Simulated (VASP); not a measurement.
# BaTe (Fm-3m) in VASP: notebook

The runs below take BaTe through single point, with r2SCAN.

Program: VASP 6.6.1. These are calculated values, not measurements. Logs are shortened: lines on timing, memory, paths and dates and some standing lists are left out, and cuts for length are marked.

### 1 The cell of the first run

Symmetry: Fm-3m, No. 225, cubic system. The conventional cell has a = 6.165 Å, b = 6.165 Å, c = 6.165 Å, α = 90.00°, β = 90.00°, γ = 90.00°. Within 4.1 Å of Ba (site symmetry m-3m) lie 6 Te at 3.08 Å. Within 4.1 Å of Te (site symmetry m-3m) lie 6 Ba at 3.08 Å.

### 2 Single point, r2SCAN

File POSCAR:

```
BaTe
1.0
    0.0000000000      3.0826256485      3.0826256485
    3.0826256485      0.0000000000      3.0826256485
    3.0826256485      3.0826256485      0.0000000000
Ba Te
1 1
Direct
    0.0000000000      0.0000000000      0.0000000000
    0.5000000000      0.5000000000      0.5000000000
```

File INCAR.step1:

```
SYSTEM = BaTe
PREC = Accurate
ENCUT = 520
ISMEAR = 0
SIGMA = 0.02
LREAL = .FALSE.
LASPH = .TRUE.
NELM = 60
NBANDS = 15
GGA = PE
ALGO = Normal
EDIFF = 1E-4
LWAVE = .TRUE.
LCHARG = .FALSE.
```

File INCAR.step2:

```
SYSTEM = BaTe
PREC = Accurate
ENCUT = 520
EDIFF = 1E-6
ISMEAR = 0
SIGMA = 0.02
LREAL = .FALSE.
LASPH = .TRUE.
NELM = 60
ALGO = Normal
ISIF = 2
LWAVE = .FALSE.
LCHARG = .FALSE.
METAGGA = R2SCAN
LMIXTAU = .TRUE.
NBANDS = 15
ISTART = 1
```

File KPOINTS:

```
regular mesh
0
G
  8 8 8
  0 0 0
```

Potentials or basis: VASP PAW PBE potentials, release 64 (Ba_sv, Te).

On the command line:

```bash
$ cat potpaw_PBE.64/Ba_sv/POTCAR potpaw_PBE.64/Te/POTCAR > POTCAR
$ cp INCAR.step1 INCAR
$ mpirun -np 1 vasp_std > vasp.out
$ cp INCAR.step2 INCAR
$ mpirun -np 1 vasp_std > vasp.out
```

OUTCAR:

```text
SYSTEM = BaTe
   PREC = Accurate
   ENCUT = 520
   EDIFF = 1E-6
   ISMEAR = 0
   LREAL = .FALSE.
   LASPH = .TRUE.
   NELM = 60
   ISIF = 2
   METAGGA = R2SCAN
   ISTART = 1

 ion  position               nearest neighbor table
   1  0.000  0.000  0.000-   2 3.08   2 3.08   2 3.08   2 3.08   2 3.08   2 3.08
   2  0.500  0.500  0.500-   1 3.08   1 3.08   1 3.08   1 3.08   1 3.08   1 3.08

  LATTYP: Found a face centered cubic cell.
 ALAT       =     6.1652512970

  Lattice vectors:

 A1 = (   0.0000000000,   3.0826256485,   3.0826256485)
 A2 = (   3.0826256485,   0.0000000000,   3.0826256485)
 A3 = (   3.0826256485,   3.0826256485,   0.0000000000)

Analysis of symmetry for initial positions (statically):
=====================================================================
 Subroutine PRICEL returns:
 Original cell was already a primitive cell.

 Routine SETGRP: Setting up the symmetry group for a
 face centered cubic supercell.

 Subroutine GETGRP returns: Found 48 space group operations
 (whereof 48 operations were pure point group operations)
 out of a pool of 48 trial point group operations.

The static configuration has the point symmetry O_h .

Analysis of symmetry for dynamics (positions and initial velocities):
=====================================================================
 Subroutine PRICEL returns:
 Original cell was already a primitive cell.

 Routine SETGRP: Setting up the symmetry group for a
 face centered cubic supercell.

 Subroutine GETGRP returns: Found 48 space group operations
 (whereof 48 operations were pure point group operations)
 out of a pool of 48 trial point group operations.

The dynamic configuration has the point symmetry O_h .

 Subroutine INISYM returns: Found 48 space group operations
 (whereof 48 operations are pure point group operations),
 and found     1 'primitive' translations

----------------------------------------------------------------------------------------

                                     Primitive cell

  volume of cell :      58.5858

  direct lattice vectors                    reciprocal lattice vectors
     0.000000000  3.082625649  3.082625649    -0.162199390  0.162199390  0.162199390
     3.082625649  0.000000000  3.082625649     0.162199390 -0.162199390  0.162199390
     3.082625649  3.082625649  0.000000000     0.162199390  0.162199390 -0.162199390

  length of vectors
     4.359491000  4.359491000  4.359491000     0.280937585  0.280937585  0.280937585

  position of ions in fractional coordinates (direct lattice)
     0.000000000  0.000000000  0.000000000
     0.500000000  0.500000000  0.500000000

  ion indices of the primitive-cell ions
   primitive index   ion index
                 1           1
                 2           2

----------------------------------------------------------------------------------------

 KPOINTS: regular mesh

Automatic generation of k-mesh.
 Grid dimensions read from file:
 generate k-points for:    8    8    8

 Generating k-lattice:

  Cartesian coordinates                     Fractional coordinates (reciprocal lattice)
    -0.020274924  0.020274924  0.020274924     0.125000000  0.000000000  0.000000000
     0.020274924 -0.020274924  0.020274924     0.000000000  0.125000000  0.000000000
     0.020274924  0.020274924 -0.020274924     0.000000000  0.000000000  0.125000000

  Length of vectors
     0.035117198  0.035117198  0.035117198

  Shift w.r.t. Gamma in fractional coordinates (k-lattice)
     0.000000000  0.000000000  0.000000000

 Subroutine IBZKPT returns following result:
 ===========================================

 Found     29 irreducible k-points:

 Following reciprocal coordinates:
            Coordinates               Weight
  0.000000  0.000000  0.000000      1.000000
  0.125000  0.000000  0.000000      8.000000
  0.250000  0.000000  0.000000      8.000000
  0.375000  0.000000  0.000000      8.000000
  0.500000  0.000000  0.000000      4.000000
  0.125000  0.125000  0.000000      6.000000
[... 16 lines left out ...]
  0.500000  0.250000  0.125000     48.000000
 -0.375000  0.250000  0.125000     24.000000
 [... further k-points ...]
   k-points           NKPTS =     29   k-points in BZ     NKDIM =     29   number of bands    NBANDS=     15
   number of dos      NEDOS =    301   number of ions     NIONS =      2
   total plane-waves  NPLWV =  32768
   dimension x,y,z NGX =    32 NGY =   32 NGZ =   32
   dimension x,y,z NGXF=    64 NGYF=   64 NGZF=   64
   ions per type =               1   1
   NGX,Y,Z   is equivalent  to a cutoff of  12.20, 12.20, 12.20 a.u.
   NGXF,Y,Z  is equivalent  to a cutoff of  24.41, 24.41, 24.41 a.u.
 SYSTEM =  BaTe
   PREC   = accura    normal or accurate (medium, high low for compatibility)
   ISTART =      1    job   : 0-new  1-cont  2-samecut
   ICHARG =      0    charge: 1-file 2-atom 10-const
   ISPIN  =      1    spin polarized calculation?
   LNONCOLLINEAR =      F non collinear calculations
   LSORBIT =      F    spin-orbit coupling
   LASPH  =      T    aspherical Exc in radial PAW
   ENCUT  =  520.0 eV  38.22 Ry    6.18 a.u.   8.11  8.11  8.11*2*pi/ulx,y,z
   NELM   =     60;   NELMIN=  2; NELMDL=  0     # of ELM steps
   EDIFF  = 0.1E-05   stopping-criterion for ELM
   LREAL  =      F    real-space projection
   EDIFFG = 0.1E-04   stopping-criterion for IOM
   NSW    =      0    number of steps for IOM
   IBRION =     -1    ionic relax: 0-MD 1-quasi-New 2-CG
   NFREE  =      0    steps in history (QN), initial steepest desc. (CG)
   ISIF   =      2    stress and relaxation
   ISYM   =      2    0-nonsym 1-usesym 2-fastsym
   POTIM  = 0.5000    time-step for ionic-motion
   TEBEG  =    0.0;   TEEND  =   0.0 temperature during run
   PSTRESS=    0.0 pullay stress
   NELECT =      16.0000    total number of electrons
   NUPDOWN=      -1.0000    fix difference up-down
   EMIN   =  10.00;   EMAX   =-10.00  energy-range for DOS
   EFERMI =   0.00;   METHOD = LEGACY
   ISMEAR =     0;   SIGMA  =   0.02  broadening in eV -4-tet -1-fermi 0-gaus
   EFERMI_NEDOS =   21; number of points for ismear=-14 and -15
   IALGO  =     38    algorithm
   IMIX   =      4    mixing-type and parameters
     AMIX     =   0.40;   BMIX     =  1.00
     AMIX_MAG =   1.60;   BMIX_MAG =  1.00
  volume/ion in A,a.u.               =      29.29       197.68
  Fermi-wavevector in a.u.,A,eV,Ry     =   1.062146  2.007164 15.349456  1.128153
  Thomas-Fermi vector in A             =   2.197586
   LORBIT       =      0    0 simple, 1 ext, 2 COOP (PROOUT), +10 PAW based schemes
   METAGGA = R2SCAN    functional components
   LHFCALC =     F    Hartree Fock is set to
   AEXX    =    0.0000 exact exchange contribution
   IVDW    =     0    specifies the selected vdW correction
   LEPSILON=     F    determine dielectric tensor
   LRPA    =     F    only Hartree local field effects (RPA)
 non-spin polarized calculation
 Gauss-broadening in eV      SIGMA  =   0.02
  energy-cutoff  :      520.00
  volume of cell :       58.59
 maximum number of plane-waves:      1604
   NGX = 17   NGY = 17   NGZ = 17

 number of electron      16.0000000 magnetization

 Free energy of the ion-electron system (eV)
  ---------------------------------------------------
  ext. energy  EPLUGINS =         0.00000000
  ---------------------------------------------------
  free energy    TOTEN  =       -53.97058339 eV

  energy without entropy =      -53.97058339  energy(sigma->0) =      -53.97058339

 E-fermi :   5.3280     XC(G=0): -10.3696

 val. band max:        5.1574134296   @ k =   0.0000   0.0000   0.0000
 cond. band min:       5.7296118782   @ k =   0.5000   0.5000   0.0000
 fundamental gap:      0.5721984486
 Fermi energy:         5.3280166706

 k-point     1 :       0.0000    0.0000    0.0000
  band No.  band energies     occupation
      1     -22.0597      2.00000
      2      -6.8572      2.00000
      3      -6.8572      2.00000
      4      -6.8572      2.00000
      5      -5.7464      2.00000
      6       5.1574      2.00000
      7       5.1574      2.00000
      8       5.1574      2.00000
      9       7.8770      0.00000
     10       7.8770      0.00000
     11       7.8770      0.00000
     12       9.0362      0.00000
     13       9.0362      0.00000
     14      10.7185      0.00000
     15      12.4238      0.00000

 k-point     2 :       0.1250    0.0000    0.0000
  band No.  band energies     occupation
      1     -22.0440      2.00000
      2      -7.4066      2.00000
      3      -6.8581      2.00000
      4      -6.8581      2.00000
      5      -5.1165      2.00000
      6       4.4000      2.00000
      7       4.6188      2.00000
      8       4.6188      2.00000
      9       8.0607      0.00000
     10       8.1874      0.00000
     11       8.1874      0.00000
     12       9.8961      0.00000
     13       9.8961      0.00000
     14      11.4817      0.00000
     15      13.2119      0.00000

 k-point     3 :       0.2500    0.0000    0.0000
  band No.  band energies     occupation
      1     -22.0057      2.00000
      2      -8.1198      2.00000
      3      -6.8599      2.00000
      4      -6.8598      2.00000
      5      -4.1816      2.00000
      6       3.1008      2.00000
      7       3.7511      2.00000
      8       3.7511      2.00000
      9       8.4544      0.00000
     10       8.9973      0.00000
     11       8.9973      0.00000
     12      11.8043      0.00000
     13      11.8043      0.00000
     14      12.9233      0.00000
     15      15.1014      0.00000

 k-point     4 :       0.3750    0.0000    0.0000
  band No.  band energies     occupation
      1     -21.9668      2.00000
      2      -8.6070      2.00000
      3      -6.8608      2.00000
      4      -6.8608      2.00000
      5      -3.4126      2.00000
      6       2.0541      2.00000
      7       3.1317      2.00000
      8       3.1317      2.00000
      9       9.2757      0.00000
     10      10.2069      0.00000
     11      10.2069      0.00000
     12      12.5643      0.00000
     13      13.9472      0.00000
     14      13.9472      0.00000
     15      15.1621      0.00000
[... 307 lines left out ...]
 k-point    22 :       0.3750    0.2500    0.1250
  band No.  band energies     occupation
      1     -21.9773      2.00000
      2      -8.1508      2.00000
      3      -7.1098      2.00000
      4      -6.9081      2.00000
      5      -4.1309      2.00000
      6       2.5535      2.00000
      7       3.7156      2.00000
      8       4.4210      2.00000
      9       7.5269      0.00000
     10      10.2153      0.00000
     11      10.2874      0.00000
     12      10.8897      0.00000
     13      12.4020      0.00000
     14      14.2552      0.00000
     15      16.1018      0.00000

 k-point    23 :       0.5000    0.2500    0.1250
  band No.  band energies     occupation
      1     -21.9461      2.00000
      2      -8.3652      2.00000
      3      -7.1955      2.00000
      4      -6.9598      2.00000
      5      -3.9055      2.00000
      6       2.4450      2.00000
      7       3.3132      2.00000
      8       4.0125      2.00000
      9       8.2517      0.00000
     10      10.8103      0.00000
     11      11.1971      0.00000
     12      11.7925      0.00000
     13      12.4857      0.00000
     14      15.2714      0.00000
     15      15.5210      0.00000

 k-point    24 :      -0.3750    0.2500    0.1250
  band No.  band energies     occupation
      1     -21.9331      2.00000
      2      -8.4508      2.00000
      3      -7.2001      2.00000
      4      -7.0095      2.00000
      5      -3.8222      2.00000
      6       2.3773      2.00000
      7       3.4065      2.00000
      8       3.6407      2.00000
      9       9.2511      0.00000
     10       9.6778      0.00000
     11      11.7532      0.00000
     12      12.5334      0.00000
     13      13.4913      0.00000
     14      14.2333      0.00000
     15      15.4072      0.00000

 [... further k-points ...]
[... 5 lines left out ...]
  --------------------------------------------------------------------------------------
  -------------------------------------------------------------------------------------
  Total       11.4534204     11.4534204     11.4534204      0.0000000      0.0000000      0.0000000
  in kB      313.2228423    313.2228423    313.2228423      0.0000000      0.0000000      0.0000000
  external PRESSURE =     313.2228423 kB  Pullay stress =       0.0000000 kB

 VOLUME and BASIS-vectors are now :
 -----------------------------------------------------------------------------
  energy-cutoff  :      520.00
  volume of cell :       58.59
      direct lattice vectors                 reciprocal lattice vectors
     0.000000000  3.082625649  3.082625649    -0.162199390  0.162199390  0.162199390
     3.082625649  0.000000000  3.082625649     0.162199390 -0.162199390  0.162199390
     3.082625649  3.082625649  0.000000000     0.162199390  0.162199390 -0.162199390

 POSITION                                       TOTAL-FORCE (eV/Angst)
 -----------------------------------------------------------------------------------
      0.00000      0.00000      0.00000        -0.000000     -0.000000      0.000000
      3.08263      3.08263      3.08263         0.000000      0.000000     -0.000000
 -----------------------------------------------------------------------------------
    total drift:                                0.000000     -0.000000     -0.000000

  FREE ENERGIE OF THE ION-ELECTRON SYSTEM (eV)
  ---------------------------------------------------
  free  energy   TOTEN  =       -53.9705833854 eV

  energy  without entropy=      -53.9705833854  energy(sigma->0) =      -53.97058339
```

Wall time 36 s (1 thread of Intel Xeon 6975P-C (Granite Rapids), shared host); peak memory 0.19 GiB.

Results:

* Free energy: -53.9706 eV
* Pressure: 31.3 GPa
* Band gap on the k mesh: 0.57 eV, indirect (least direct gap 0.77 eV)

Levels at points of the mesh, in eV from the valence-band top:
| k point | band 6 | band 7 | band 8 | band 9 | band 10 | band 11 |
| --- | --- | --- | --- | --- | --- | --- |
| (0.00, 0.00, 0.00) | 0.00 | 0.00 | 0.00 | 2.72 | 2.72 | 2.72 |
| (0.50, 0.00, 0.00) | -3.52 | -2.24 | -2.24 | 5.07 | 6.00 | 6.00 |
| (0.50, 0.50, 0.00) | -0.85 | -0.20 | -0.20 | 0.57 | 5.34 | 7.39 |

Caveat: the PAW data sets were made with another functional, which shifts forces and pressure a little; spin-orbit coupling is left out, which moves the levels of the heavy elements.

### 3 Single point, r2SCAN

This run uses another cell than the first one, of 33.58 Å³/atom, 1.146 times its volume.

File POSCAR:

```
BaTe
1.0
    0.0000000000      3.2262186308      3.2262186308
    3.2262186308      0.0000000000      3.2262186308
    3.2262186308      3.2262186308      0.0000000000
Ba Te
1 1
Direct
    0.0000000000      0.0000000000      0.0000000000
    0.5000000000      0.5000000000      0.5000000000
```

File INCAR.step1:

```
SYSTEM = BaTe
PREC     = Accurate       ! precision mode
ENCUT    = 520            ! plane-wave cutoff, eV
ISMEAR   = 0              ! smearing method
SIGMA    = 0.02           ! smearing width, eV
LREAL    = .False.        ! projectors in reciprocal space
LASPH    = .True.         ! aspherical terms in the spheres
NELM     = 100            ! most SCF steps
NBANDS   = 15             ! bands
GGA      = PE             ! functional
ALGO     = Normal         ! electronic algorithm
EDIFF    = 1E-4           ! SCF threshold, eV
LWAVE    = .True.         ! write WAVECAR
LCHARG   = .False.        ! write CHGCAR
```

File INCAR.step2:

```
SYSTEM = BaTe
PREC     = Accurate       ! precision mode
ENCUT    = 520            ! plane-wave cutoff, eV
EDIFF    = 1E-6           ! SCF threshold, eV
ISMEAR   = 0              ! smearing method
SIGMA    = 0.02           ! smearing width, eV
LREAL    = .False.        ! projectors in reciprocal space
LASPH    = .True.         ! aspherical terms in the spheres
NELM     = 100            ! most SCF steps
ALGO     = Normal         ! electronic algorithm
ISIF     = 2              ! what is computed and relaxed
LWAVE    = .False.        ! write WAVECAR
LCHARG   = .False.        ! write CHGCAR
METAGGA  = R2SCAN         ! meta-GGA
LMIXTAU  = .True.       
NBANDS   = 15             ! bands
ISTART   = 1
```

File KPOINTS:

```
Automatic mesh
0
Gamma
  8 8 8
  0 0 0
```

Potentials or basis: VASP PAW PBE potentials, release 64 (Ba_sv, Te).

On the command line:

```bash
$ cat potpaw_PBE.64/Ba_sv/POTCAR potpaw_PBE.64/Te/POTCAR > POTCAR
$ cp INCAR.step1 INCAR
$ mpirun -np 1 vasp_std > vasp.out
$ cp INCAR.step2 INCAR
$ mpirun -np 1 vasp_std > vasp.out
```

Wall time 56 s (1 thread of Intel Xeon 6975P-C (Granite Rapids), shared host); peak memory 0.22 GiB.

It converged, with:

```yaml
Free_energy: -55.1915 eV
Pressure: 15.8 GPa
Band_gap_on_the_k_mesh: 1.15 eV, indirect (least direct gap 1.47 eV)
```

Levels at points of the mesh, in eV from the valence-band top:
| k point | band 4 | band 5 | band 6 | band 7 | band 8 | band 9 | band 10 | band 11 | band 12 | band 13 |
| --- | --- | --- | --- | --- | --- | --- | --- | --- | --- | --- |
| (0.00, 0.00, 0.00) | -12.10 | -10.47 | 0.00 | 0.00 | 0.00 | 3.04 | 3.04 | 3.04 | 4.00 | 4.00 |
| (0.50, 0.00, 0.00) | -12.11 | -8.66 | -3.00 | -1.76 | -1.76 | 4.96 | 5.85 | 5.86 | 5.86 | 8.05 |
| (0.50, 0.50, 0.00) | -12.32 | -10.23 | -1.07 | -0.32 | -0.32 | 1.15 | 5.24 | 6.60 | 7.08 | 7.08 |

Caveat: the PAW data sets were made with another functional, which shifts forces and pressure a little; spin-orbit coupling is left out, which moves the levels of the heavy elements.
